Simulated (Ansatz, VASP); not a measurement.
Two plane-wave programs on SnO

POSCAR

```
SnO
1.0
    0.0000000000      2.7082147171      2.7082147171
    2.7082147171      0.0000000000      2.7082147171
    2.7082147171      2.7082147171      0.0000000000
Sn O
1 1
Direct
    0.0000000000      0.0000000000      0.0000000000
    0.2500000000      0.2500000000      0.2500000000
```

The input INCAR.step1:

```
SYSTEM = SnO
PREC = Accurate ; ENCUT = 520
ISMEAR = -1 ; SIGMA = 0.02
LREAL = .FALSE. ; LASPH = .TRUE.
NELM = 100 ; NBANDS = 17
GGA = PE ; ALGO = Normal
EDIFF = 1E-4 ; LWAVE = .TRUE.
LCHARG = .FALSE.
```

INCAR.step2

```
SYSTEM = SnO
PREC = Accurate ; ENCUT = 520
EDIFF = 1E-7 ; ISMEAR = -1
SIGMA = 0.02 ; LREAL = .FALSE.
LASPH = .TRUE. ; NELM = 100
ALGO = Normal ; ISIF = 2
LWAVE = .FALSE. ; LCHARG = .FALSE.
METAGGA = R2SCAN ; LMIXTAU = .TRUE.
NBANDS = 17 ; ISTART = 1
```

The input KPOINTS:

```
Automatic mesh
0
G
  6 6 6
  0 0 0
```

Input for Ansatz:

```yaml
crystal:
  lattice:
    - [0.0, 2.7082147171, 2.7082147171]
    - [2.7082147171, 0.0, 2.7082147171]
    - [2.7082147171, 2.7082147171, 0.0]
  atoms:
    - { symbol: Sn, position: [0.0, 0.0, 0.0] }
    - { symbol: O, position: [0.25, 0.25, 0.25] }
kpoints:
  mp_grid: { grid: [6, 6, 6] }
hamiltonian:
  xc: r2scan
scf:
  occupations: { method: fermi_dirac, width: 0.02 }
  n_extra_bands: 4
output:
  forces: true
  stress: true
  eigenvalues: true
```

Alike in both runs: task single point; functional r2SCAN; k mesh 6 × 6 × 6; occupations fermi-dirac, width 0.02 eV; no spin polarisation.

|  | VASP | Ansatz |
| --- | --- | --- |
| version | VASP 6.6.1 | Ansatz 0.2.0 |
| potentials or method | VASP PAW PBE potentials, release 64 (Sn_d, O) | plane waves, PAW |
| plane-wave cutoff (eV) | 520 | 500 |
| valence electrons in the cell | 20 | 20 |

|  | VASP | Ansatz | Ansatz less VASP |
| --- | --- | --- | --- |
| pressure (GPa) | 0.2 | -0.1 | -0.33 |

VASP's potentials were made for PBE, not for r2SCAN.
